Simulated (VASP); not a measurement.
# ZnSiP2 (I-42d) in VASP: notebook

The runs below take ZnSiP2 through single point, relaxation of shape and atoms at fixed volume, with PBE.

Program: VASP 6.6.1. These are calculated values, not measurements. Logs are shortened: lines on timing, memory, paths and dates and some standing lists are left out, and cuts for length are marked.

### 1 The cell of the first run

Symmetry: I-42d, No. 122, tetragonal system. Conventional cell: a = 5.306 Å, b = 5.306 Å, c = 10.327 Å, α = 90.00°, β = 90.00°, γ = 90.00°. Zn (site symmetry -4) has 4 P at 2.33 Å within 3.1 Å. Within 3.0 Å of Si (site symmetry -4) lie 4 P at 2.23 Å. P (site symmetry 2) has 2 Si at 2.23 Å and 2 Zn at 2.33 Å within 3.0 Å.

### 2 Single point, PBE (18.17 Å³/atom)

INCAR

```
PREC = Accurate ; ENCUT = 500
EDIFF = 1E-6 ; ISMEAR = 0
SIGMA = 0.02 ; LREAL = F
LASPH = T ; NELM = 120
ALGO = Normal ; ISIF = 2
LWAVE = F ; LCHARG = F
GGA = PE ; NBANDS = 36
GGA_COMPAT = F
```

KPOINTS

```
Automatic mesh
0
Gamma
  8 8 8
```

POSCAR

```
ZnSiP2
1.0
   -2.6529798535      2.6529798535      5.1637388265
    2.6529798535     -2.6529798535      5.1637388265
    2.6529798535      2.6529798535     -5.1637388265
Zn Si P
2 2 4
Direct
    0.0000000000      0.0000000000      0.0000000000
    0.7500000000      0.2500000000      0.5000000000
    0.5000000000      0.5000000000      0.0000000000
    0.2500000000      0.7500000000      0.5000000000
    0.3750000000      0.3903232115      0.5153232115
    0.8750000000      0.8596767885      0.4846767885
    0.6096767885      0.1250000000      0.9846767885
    0.1403232115      0.6250000000      0.0153232115
```

Potentials or basis: VASP PAW PBE potentials, release 64 (Zn, Si, P).

The run is started by

```
$ cat potpaw_PBE.64/Zn/POTCAR potpaw_PBE.64/Si/POTCAR potpaw_PBE.64/P/POTCAR > POTCAR
$ mpirun -np 1 vasp_std > vasp.out
```

OUTCAR:

```text
PREC = Accurate
   ENCUT = 500
   EDIFF = 1E-6
   ISMEAR = 0
   LREAL = F
   LASPH = T
   NELM = 120
   ISIF = 2
   GGA = PE

 ion  position               nearest neighbor table
   1  0.000  0.000  0.000-   5 2.33   7 2.33   8 2.33   6 2.33
   2  0.750  0.250  0.500-   8 2.33   5 2.33   6 2.33   7 2.33
   3  0.500  0.500  0.000-   5 2.23   6 2.23   7 2.23   8 2.23
   4  0.250  0.750  0.500-   5 2.23   6 2.23   7 2.23   8 2.23
   5  0.375  0.390  0.515-   3 2.23   4 2.23   1 2.33   2 2.33
   6  0.875  0.860  0.485-   3 2.23   4 2.23   1 2.33   2 2.33
   7  0.610  0.125  0.985-   3 2.23   4 2.23   2 2.33   1 2.33
   8  0.140  0.625  0.015-   3 2.23   4 2.23   2 2.33   1 2.33

  LATTYP: Found a body centered tetragonal cell.
 ALAT       =     5.3059597070
 C/A-ratio  =     1.9463920239

  Lattice vectors:

 A1 = (  -2.6529798535,   2.6529798535,   5.1637388265)
 A2 = (   2.6529798535,  -2.6529798535,   5.1637388265)
 A3 = (   2.6529798535,   2.6529798535,  -5.1637388265)

Analysis of symmetry for initial positions (statically):
=====================================================================
 Subroutine PRICEL returns:
 Original cell was already a primitive cell.

 Routine SETGRP: Setting up the symmetry group for a
 body centered tetragonal supercell.

 Subroutine GETGRP returns: Found  8 space group operations
 (whereof  4 operations were pure point group operations)
 out of a pool of 16 trial point group operations.

The static configuration has the point symmetry S_4 .
 The point group associated with its full space group is D_2d.

Analysis of symmetry for dynamics (positions and initial velocities):
=====================================================================
 Subroutine PRICEL returns:
 Original cell was already a primitive cell.

 Routine SETGRP: Setting up the symmetry group for a
 body centered tetragonal supercell.

 Subroutine GETGRP returns: Found  8 space group operations
 (whereof  4 operations were pure point group operations)
 out of a pool of 16 trial point group operations.

The dynamic configuration has the point symmetry S_4 .
 The point group associated with its full space group is D_2d.

 Subroutine INISYM returns: Found  8 space group operations
 (whereof  4 operations are pure point group operations),
 and found     1 'primitive' translations

----------------------------------------------------------------------------------------

                                     Primitive cell

  volume of cell :     145.3758

  direct lattice vectors                    reciprocal lattice vectors
    -2.652979854  2.652979854  5.163738827     0.000000000  0.188467319  0.096829065
     2.652979854 -2.652979854  5.163738827     0.188467319  0.000000000  0.096829065
     2.652979854  2.652979854 -5.163738827     0.188467319  0.188467319  0.000000000

  length of vectors
     6.382852252  6.382852252  6.382852252     0.211886286  0.211886286  0.266533038

  position of ions in fractional coordinates (direct lattice)
     0.000000000  0.000000000  0.000000000
     0.750000000  0.250000000  0.500000000
     0.500000000  0.500000000  0.000000000
     0.250000000  0.750000000  0.500000000
     0.375000000  0.390323211  0.515323211
     0.875000000  0.859676789  0.484676789
     0.609676789  0.125000000  0.984676789
     0.140323211  0.625000000  0.015323211

  ion indices of the primitive-cell ions
   primitive index   ion index
                 1           1
                 2           2
                 3           3
                 4           4
                 5           5
                 6           6
                 7           7
                 8           8

----------------------------------------------------------------------------------------

 KPOINTS: Automatic mesh

Automatic generation of k-mesh.
 Grid dimensions read from file:
 generate k-points for:    8    8    8

 Generating k-lattice:

  Cartesian coordinates                     Fractional coordinates (reciprocal lattice)
     0.000000000  0.023558415  0.012103633     0.125000000  0.000000000  0.000000000
     0.023558415  0.000000000  0.012103633     0.000000000  0.125000000  0.000000000
     0.023558415  0.023558415  0.000000000     0.000000000  0.000000000  0.125000000

  Length of vectors
     0.026485786  0.026485786  0.033316630

  Shift w.r.t. Gamma in fractional coordinates (k-lattice)
     0.000000000  0.000000000  0.000000000

 Subroutine IBZKPT returns following result:
 ===========================================

 Found     59 irreducible k-points:

 Following reciprocal coordinates:
            Coordinates               Weight
  0.000000  0.000000  0.000000      1.000000
  0.125000  0.000000  0.000000      8.000000
  0.250000  0.000000  0.000000      8.000000
  0.375000  0.000000  0.000000      8.000000
  0.500000  0.000000  0.000000      4.000000
  0.125000  0.125000  0.000000      8.000000
[... 16 lines left out ...]
  0.250000  0.125000  0.125000     16.000000
  0.375000  0.125000  0.125000      8.000000
 [... further k-points ...]
   k-points           NKPTS =     59   k-points in BZ     NKDIM =     59   number of bands    NBANDS=     36
   number of dos      NEDOS =    301   number of ions     NIONS =      8
   total plane-waves  NPLWV = 110592
   dimension x,y,z NGX =    48 NGY =   48 NGZ =   48
   dimension x,y,z NGXF=    96 NGYF=   96 NGZF=   96
   ions per type =               2   2   4
   NGX,Y,Z   is equivalent  to a cutoff of  12.50, 12.50, 12.50 a.u.
   NGXF,Y,Z  is equivalent  to a cutoff of  25.00, 25.00, 25.00 a.u.
 SYSTEM =  unknown system
   PREC   = accura    normal or accurate (medium, high low for compatibility)
   ISTART =      0    job   : 0-new  1-cont  2-samecut
   ICHARG =      2    charge: 1-file 2-atom 10-const
   ISPIN  =      1    spin polarized calculation?
   LNONCOLLINEAR =      F non collinear calculations
   LSORBIT =      F    spin-orbit coupling
   LASPH  =      T    aspherical Exc in radial PAW
   ENCUT  =  500.0 eV  36.75 Ry    6.06 a.u.  11.64 11.64 11.64*2*pi/ulx,y,z
   NELM   =    120;   NELMIN=  2; NELMDL= -5     # of ELM steps
   EDIFF  = 0.1E-05   stopping-criterion for ELM
   LREAL  =      F    real-space projection
   EDIFFG = 0.1E-04   stopping-criterion for IOM
   NSW    =      0    number of steps for IOM
   IBRION =     -1    ionic relax: 0-MD 1-quasi-New 2-CG
   NFREE  =      0    steps in history (QN), initial steepest desc. (CG)
   ISIF   =      2    stress and relaxation
   ISYM   =      2    0-nonsym 1-usesym 2-fastsym
   POTIM  = 0.5000    time-step for ionic-motion
   TEBEG  =    0.0;   TEEND  =   0.0 temperature during run
   PSTRESS=    0.0 pullay stress
   NELECT =      52.0000    total number of electrons
   NUPDOWN=      -1.0000    fix difference up-down
   EMIN   =  10.00;   EMAX   =-10.00  energy-range for DOS
   EFERMI =   0.00;   METHOD = LEGACY
   ISMEAR =     0;   SIGMA  =   0.02  broadening in eV -4-tet -1-fermi 0-gaus
   EFERMI_NEDOS =   21; number of points for ismear=-14 and -15
   IALGO  =     38    algorithm
   IMIX   =      4    mixing-type and parameters
     AMIX     =   0.40;   BMIX     =  1.00
     AMIX_MAG =   1.60;   BMIX_MAG =  1.00
  volume/ion in A,a.u.               =      18.17       122.63
  Fermi-wavevector in a.u.,A,eV,Ry     =   1.162105  2.196059 18.374493  1.350487
  Thomas-Fermi vector in A             =   2.298669
   LORBIT       =      0    0 simple, 1 ext, 2 COOP (PROOUT), +10 PAW based schemes
   GGA     = PE    functional components
   LHFCALC =     F    Hartree Fock is set to
   AEXX    =    0.0000 exact exchange contribution
   IVDW    =     0    specifies the selected vdW correction
   LEPSILON=     F    determine dielectric tensor
   LRPA    =     F    only Hartree local field effects (RPA)
 non-spin polarized calculation
 Gauss-broadening in eV      SIGMA  =   0.02
  energy-cutoff  :      500.00
  volume of cell :      145.38
 maximum number of plane-waves:      3719
   NGX = 23   NGY = 23   NGZ = 23

 number of electron      52.0000010 magnetization

 Free energy of the ion-electron system (eV)
  ---------------------------------------------------
  ext. energy  EPLUGINS =         0.00000000
  ---------------------------------------------------
  free energy    TOTEN  =       -37.03647742 eV

  energy without entropy =      -37.03647742  energy(sigma->0) =      -37.03647742

 E-fermi :   5.1525     XC(G=0):  -9.9780

 val. band max:        5.0477284111   @ k =   0.0000   0.0000   0.0000
 cond. band min:       6.2587884192   @ k =   0.0000   0.0000   0.0000
 fundamental gap:      1.2110600081
 Fermi energy:         5.1524888620

 k-point     1 :       0.0000    0.0000    0.0000
  band No.  band energies     occupation
      1      -8.2883      2.00000
      2      -5.2190      2.00000
      3      -5.2178      2.00000
      4      -5.2178      2.00000
      5      -3.6934      2.00000
      6      -1.9299      2.00000
[... 28 lines left out ...]
     35      10.4368      0.00000
     36      10.8385      0.00000

 k-point     2 :       0.1250    0.0000    0.0000
  band No.  band energies     occupation
      1      -8.2137      2.00000
      2      -5.4105      2.00000
      3      -5.2847      2.00000
      4      -5.2453      2.00000
      5      -3.5187      2.00000
      6      -1.9601      2.00000
[... 28 lines left out ...]
     35      10.2992      0.00000
     36      10.8477      0.00000

 k-point     3 :       0.2500    0.0000    0.0000
  band No.  band energies     occupation
      1      -7.9980      2.00000
      2      -5.8454      2.00000
      3      -5.4155      2.00000
      4      -5.3296      2.00000
      5      -3.1830      2.00000
      6      -2.1252      2.00000
[... 28 lines left out ...]
     35      10.2646      0.00000
     36      11.0334      0.00000
[... 742 lines left out ...]
 k-point    23 :       0.2500    0.1250    0.1250
  band No.  band energies     occupation
      1      -7.4846      2.00000
      2      -6.3455      2.00000
      3      -5.7339      2.00000
      4      -5.4728      2.00000
      5      -2.7714      2.00000
      6      -2.2614      2.00000
[... 28 lines left out ...]
     35      10.6704      0.00000
     36      10.9363      0.00000

 k-point    24 :       0.3750    0.1250    0.1250
  band No.  band energies     occupation
      1      -7.2735      2.00000
      2      -6.5847      2.00000
      3      -5.7624      2.00000
      4      -5.5199      2.00000
      5      -2.6799      2.00000
      6      -2.2958      2.00000
[... 28 lines left out ...]
     35      10.2679      0.00000
     36      10.7904      0.00000

 [... further k-points ...]

------------------------ aborting loop because EDIFF is reached ----------------------------------------

  FORCE on cell =-STRESS in cart. coord.  units (eV):
  Direction    XX          YY          ZZ          XY          YZ          ZX
  --------------------------------------------------------------------------------------
  -------------------------------------------------------------------------------------
  Total        5.4863564      5.4863564      5.4786617      0.0000000      0.0000000      0.0000000
  in kB       60.4647737     60.4647737     60.3799716      0.0000000      0.0000000      0.0000000
  external PRESSURE =      60.4365064 kB  Pullay stress =       0.0000000 kB

 VOLUME and BASIS-vectors are now :
 -----------------------------------------------------------------------------
  energy-cutoff  :      500.00
  volume of cell :      145.38
      direct lattice vectors                 reciprocal lattice vectors
    -2.652979854  2.652979854  5.163738827     0.000000000  0.188467319  0.096829065
     2.652979854 -2.652979854  5.163738827     0.188467319  0.000000000  0.096829065
     2.652979854  2.652979854 -5.163738827     0.188467319  0.188467319  0.000000000

 POSITION                                       TOTAL-FORCE (eV/Angst)
 -----------------------------------------------------------------------------------
      0.00000      0.00000      0.00000        -0.000000      0.000000      0.000000
     -0.00000      2.65298      2.58187        -0.000000      0.000000      0.000000
      0.00000      0.00000      5.16374        -0.000000      0.000000     -0.000000
      2.65298     -0.00000      2.58187        -0.000000     -0.000000     -0.000000
      1.40779      1.32649      1.29093         0.034800      0.000000     -0.000000
      1.24519      1.32649      6.45467        -0.034800      0.000000     -0.000000
      1.32649      3.89817     -1.29093        -0.000000     -0.034800     -0.000000
      1.32649     -1.24519      3.87280        -0.000000      0.034800     -0.000000
 -----------------------------------------------------------------------------------
    total drift:                               -0.000004     -0.000004     -0.000003

  FREE ENERGIE OF THE ION-ELECTRON SYSTEM (eV)
  ---------------------------------------------------
  free  energy   TOTEN  =       -37.0364774158 eV

  energy  without entropy=      -37.0364774158  energy(sigma->0) =      -37.03647742
```

Wall time 2.4 min (1 thread of Intel Xeon 6975P-C (Granite Rapids), shared host); peak memory 0.47 GiB.

What came out:

```yaml
Free_energy: -37.0365 eV
Pressure: 6.0 GPa
Largest_force: 0.035 eV/Å
Band_gap_on_the_k_mesh: 1.21 eV
```

Forces in eV/Å, atoms in the order of the input:
```
Zn   0.000  0.000  0.000
Zn   0.000  0.000  0.000
Si   0.000  0.000  0.000
Si   0.000  0.000  0.000
P    0.035  0.000  0.000
P   -0.035  0.000  0.000
P    0.000 -0.035  0.000
P    0.000  0.035  0.000
```

Levels at points of the mesh, in eV from the valence-band top:
| k point | band 22 | band 23 | band 24 | band 25 | band 26 | band 27 | band 28 | band 29 | band 30 | band 31 |
| --- | --- | --- | --- | --- | --- | --- | --- | --- | --- | --- |
| (0.00, 0.00, 0.00) | -2.50 | -2.50 | -0.13 | -0.13 | 0.00 | 1.21 | 1.83 | 2.97 | 3.33 | 3.33 |
| (0.50, 0.00, 0.00) | -2.82 | -2.27 | -1.86 | -1.54 | -0.86 | 2.78 | 2.87 | 3.07 | 4.23 | 4.39 |
| (0.50, 0.50, 0.00) | -1.90 | -1.10 | -1.10 | -0.59 | -0.59 | 2.11 | 2.11 | 3.17 | 3.17 | 3.90 |
| (0.50, 0.50, 0.50) | -2.24 | -1.97 | -1.97 | -1.22 | -1.22 | 1.44 | 1.44 | 1.65 | 1.65 | 2.51 |

Caveat: the cell stands under pressure. A k mesh can miss the band edges.

### 3 Single point, PBE (18.75 Å³/atom)

This run uses another cell than the first one, of 18.75 Å³/atom.

INCAR

```
PREC = Accurate
ENCUT = 500
EDIFF = 1E-6
ISMEAR = 0
SIGMA = 0.02
LREAL = False
LASPH = True
NELM = 120
ALGO = Normal
ISIF = 2
LWAVE = False
LCHARG = True
GGA = PE
LELF = True
LVHAR = True
NBANDS = 36
GGA_COMPAT = False
```

KPOINTS is that of step 2.

POSCAR

```
ZnSiP2
1.0
   -2.6811200261      2.6811200261      5.2172727301
    2.6811200261     -2.6811200261      5.2172727301
    2.6811200261      2.6811200261     -5.2172727301
Zn Si P
2 2 4
Direct
    0.0000000000      0.0000000000      0.0000000000
    0.7500000000      0.2500000000      0.5000000000
    0.5000000000      0.5000000000      0.0000000000
    0.2500000000      0.7500000000      0.5000000000
    0.3750000000      0.3913020406      0.5163020406
    0.8750000000      0.8586979594      0.4836979594
    0.6086979594      0.1250000000      0.9836979594
    0.1413020406      0.6250000000      0.0163020406
```

Potentials or basis: VASP PAW PBE potentials, release 64 (Zn, Si, P).

The run is started by

```
$ cat potpaw_PBE.64/Zn/POTCAR potpaw_PBE.64/Si/POTCAR potpaw_PBE.64/P/POTCAR > POTCAR
$ mpirun -np 1 vasp_std > vasp.out
```

OUTCAR:

```text
PREC = Accurate
   ENCUT = 500
   EDIFF = 1E-6
   ISMEAR = 0
   LREAL = False
   LASPH = True
   NELM = 120
   ISIF = 2
   GGA = PE

 ion  position               nearest neighbor table
   1  0.000  0.000  0.000-   5 2.35   7 2.35   8 2.35   6 2.35
   2  0.750  0.250  0.500-   8 2.35   5 2.35   6 2.35   7 2.35
   3  0.500  0.500  0.000-   5 2.25   7 2.25   6 2.25   8 2.25
   4  0.250  0.750  0.500-   6 2.25   8 2.25   7 2.25   5 2.25
[... 1153 lines left out ...]
  -------------------------------------------------------------------------------------
  Total        2.6208500      2.6208500      2.6095759      0.0000000     -0.0000000     -0.0000000
  in kB       27.9908898     27.9908898     27.8704818      0.0000000     -0.0000000     -0.0000000
  external PRESSURE =      27.9507538 kB  Pullay stress =       0.0000000 kB

 VOLUME and BASIS-vectors are now :
 -----------------------------------------------------------------------------
  energy-cutoff  :      500.00
  volume of cell :      150.02
      direct lattice vectors                 reciprocal lattice vectors
    -2.681120026  2.681120026  5.217272730     0.000000000  0.186489227  0.095835511
     2.681120026 -2.681120026  5.217272730     0.186489227  0.000000000  0.095835511
     2.681120026  2.681120026 -5.217272730     0.186489227  0.186489227  0.000000000

 POSITION                                       TOTAL-FORCE (eV/Angst)
 -----------------------------------------------------------------------------------
      0.00000      0.00000      0.00000        -0.000000      0.000000      0.000000
      0.00000      2.68112      2.60864        -0.000000     -0.000000      0.000000
      0.00000      0.00000      5.21727        -0.000000      0.000000     -0.000000
      2.68112      0.00000      2.60864        -0.000000      0.000000     -0.000000
      1.42798      1.34056      1.30432         0.032209      0.000000     -0.000000
      1.25314      1.34056      6.52159        -0.032209     -0.000000      0.000000
      1.34056      3.93426     -1.30432        -0.000000     -0.032209      0.000000
      1.34056     -1.25314      3.91295        -0.000000      0.032209     -0.000000
 -----------------------------------------------------------------------------------
    total drift:                               -0.000002     -0.000002     -0.000003

  FREE ENERGIE OF THE ION-ELECTRON SYSTEM (eV)
  ---------------------------------------------------
  free  energy   TOTEN  =       -37.1641666143 eV

  energy  without entropy=      -37.1641666143  energy(sigma->0) =      -37.16416661
```

OSZICAR:

```text
N       E                     dE             d eps       ncg     rms          rms(c)
DAV:   1     0.322400351703E+03    0.32240E+03   -0.22106E+04  4248   0.145E+03
DAV:   2    -0.323517126311E+01   -0.32564E+03   -0.31077E+03  4336   0.326E+02
DAV:   3    -0.374260370727E+02   -0.34191E+02   -0.33645E+02  5080   0.107E+02
DAV:   4    -0.385036066051E+02   -0.10776E+01   -0.10727E+01  5188   0.184E+01
DAV:   5    -0.385230874425E+02   -0.19481E-01   -0.19462E-01  5204   0.263E+00    0.119E+01
DAV:   6    -0.372428224353E+02    0.12803E+01   -0.33090E+00  5828   0.475E+01    0.818E+00
DAV:   7    -0.371734429235E+02    0.69380E-01   -0.25307E+00  4720   0.997E+00    0.376E+00
DAV:   8    -0.371664333263E+02    0.70096E-02   -0.61074E-02  5324   0.133E+00    0.140E+00
DAV:   9    -0.371637980389E+02    0.26353E-02   -0.18672E-02  6264   0.106E+00    0.188E-01
DAV:  10    -0.371638936629E+02   -0.95624E-04   -0.17449E-03  5336   0.412E-01    0.134E-01
DAV:  11    -0.371641190289E+02   -0.22537E-03   -0.49274E-04  4956   0.132E-01    0.507E-02
DAV:  12    -0.371641602625E+02   -0.41234E-04   -0.60021E-05  5172   0.104E-01    0.137E-02
DAV:  13    -0.371641659009E+02   -0.56384E-05   -0.19585E-05  4876   0.322E-02    0.765E-03
DAV:  14    -0.371641666143E+02   -0.71333E-06   -0.20794E-06  3800   0.125E-02
   1 F= -.37164167E+02 E0= -.37164167E+02  d E =-.217885E-18
```

stdout:

```text
POSCAR found type information on POSCAR ZnSiP
 POSCAR found :  3 types and       8 ions
 scaLAPACK will be used
 LDA part: xc-table for (Slater+PW92), standard interpolation
 POSCAR, INCAR and KPOINTS ok, starting setup
 FFT: planning ... GRIDC
 FFT: planning ... GRID_SOFT
 FFT: planning ... GRID
 WAVECAR not read
 entering main loop
```

Run time: 2.6 min. Hardware: 1 thread of Intel Xeon 6975P-C (Granite Rapids), shared host; peak memory 0.48 GiB.

Results:

```
Free energy            : -37.1642 eV
Pressure               : 2.8 GPa
Largest force          : 0.032 eV/Å
Band gap on the k mesh : 1.29 eV
```

Forces on the atoms (eV/Å):
```
Zn   0.000  0.000  0.000
Zn   0.000  0.000  0.000
Si   0.000  0.000  0.000
Si   0.000  0.000  0.000
P    0.032  0.000  0.000
P   -0.032  0.000  0.000
P    0.000 -0.032  0.000
P    0.000  0.032  0.000
```

A k mesh can miss the band edges.

(Part 1 of 2 ends here.)
